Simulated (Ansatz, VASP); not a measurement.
## Ti3Al in VASP and in Ansatz

```
Ti Al
1.0
     2.98496    0.00000    0.00000
    -1.49248    2.58505    0.00000
     0.00000    0.00000    9.40732
Ti Al
3 1
Direct
  0.33333 0.66667 0.24941
  0.33333 0.66667 0.75059
  0.66667 0.33333 0.00000
  0.66667 0.33333 0.50000
```

Change from the starting cell: volume scaled by 1.06.

Alike in both runs: task single point; functional LDA; k mesh 10 × 10 × 3; occupations fermi-dirac, width 0.05 eV; no spin polarisation.

|  | VASP | Ansatz |
| --- | --- | --- |
| version | VASP 6.6.1 | Ansatz 0.2.0 |
| potentials or method | VASP PAW LDA potentials, release 64 (Ti_sv, Al), cutoff 520 eV | all-electron LAPW, scalar-relativistic |

Ansatz gave:

```
gap on the k mesh at the Fermi level (eV)                     : none
pressure (GPa)                                                : -12.0
traceless stress, the component that is largest in VASP (GPa) : -0.33
rms of the force components (eV/Å)                            : 0.070
```

**Question.** Estimate VASP's values.

**Answer.** gap on the k mesh at the Fermi level (eV): none; pressure (GPa): -12.0; traceless stress, the component that is largest in VASP (GPa): -0.30; rms of the force components (eV/Å): 0.071.

LDA's correlation is that of Perdew and Zunger in VASP and of Perdew and Wang (1992) in Ansatz. Atom by atom the forces differ by 0.001 eV/Å (rms over components). A gap of «none» marks a metal or a gap that the smearing closes. Ansatz ran all-electron here, and VASP with PAW potentials.
